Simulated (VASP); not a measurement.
Set up this calculation in VASP 6.6.1, as the native input.

```
Task                   : single point
Functional             : r2SCAN
Potentials or basis    : VASP PAW PBE potentials, release 64 (B, N)
Cutoff                 : 520 eV
k mesh                 : 12 × 12 × 4
Occupations            : gaussian, width 0.02 eV
Spin                   : no spin polarisation
Dipole correction      : no
Further INCAR settings : ALGO = Normal; EDIFF = 1e-07; NBANDS = 16
```

Crystal: BN.

```
B N
1.0
     2.50093    0.00000    0.00000
    -1.25046    2.16587    0.00000
     0.00000    0.00000    6.73678
B N
2 2
Direct
  0.33333 0.66667 0.25000
  0.66667 0.33333 0.75000
  0.33333 0.66667 0.75000
  0.66667 0.33333 0.25000
```

This cell differs from its parent crystal: strain along c alone, the other axes held: -2.0 %.

These files were run (other wordings do the same):

POSCAR

```
BN
1.0
    2.5009264718      0.0000000000      0.0000000000
   -1.2504632359      2.1658658576      0.0000000000
    0.0000000000      0.0000000000      6.7367774444
B N
2 2
Direct
    0.3333333333      0.6666666667      0.2500000000
    0.6666666667      0.3333333333      0.7500000000
    0.3333333333      0.6666666667      0.7500000000
    0.6666666667      0.3333333333      0.2500000000
```

INCAR.step1

```
SYSTEM = BN
PREC = Accurate
ENCUT = 520
ISMEAR = 0
SIGMA = 0.02
LREAL = .FALSE.
LASPH = .TRUE.
NELM = 60
NBANDS = 16
GGA = PE
ALGO = Normal
EDIFF = 1E-4
LWAVE = .TRUE.
LCHARG = .FALSE.
```

INCAR.step2

```
SYSTEM = BN
PREC = Accurate
ENCUT = 520
EDIFF = 1E-7
ISMEAR = 0
SIGMA = 0.02
LREAL = .FALSE.
LASPH = .TRUE.
NELM = 60
ALGO = Normal
ISIF = 2
LWAVE = .FALSE.
LCHARG = .FALSE.
METAGGA = R2SCAN
LMIXTAU = .TRUE.
NBANDS = 16
ISTART = 1
```

KPOINTS

```
regular mesh
0
G
  12 12 4
  0 0 0
```

Potentials or basis: VASP PAW PBE potentials, release 64 (B, N).

Launch:

```console
$ cat potpaw_PBE.64/B/POTCAR potpaw_PBE.64/N/POTCAR > POTCAR
$ cp INCAR.step1 INCAR
$ mpirun -np 1 vasp_std > vasp.out
$ cp INCAR.step2 INCAR
$ mpirun -np 1 vasp_std > vasp.out
```

Results of the run:

```json
{
 "Pressure": "0.6 GPa",
 "Band gap on the k mesh": "4.90 eV, indirect (least direct gap 5.37 eV)"
}
```

Caveat: the cell differs from its parent crystal (strain along c alone, the other axes held: -2.0 %); the PAW data sets were made with another functional, which shifts forces and pressure a little.

It took 98 s on 1 thread of Intel(R) Xeon(R) Platinum 8259CL CPU @ 2.50GHz (Skylake/Cascade Lake), on a shared host, peak memory 0.17 GiB.
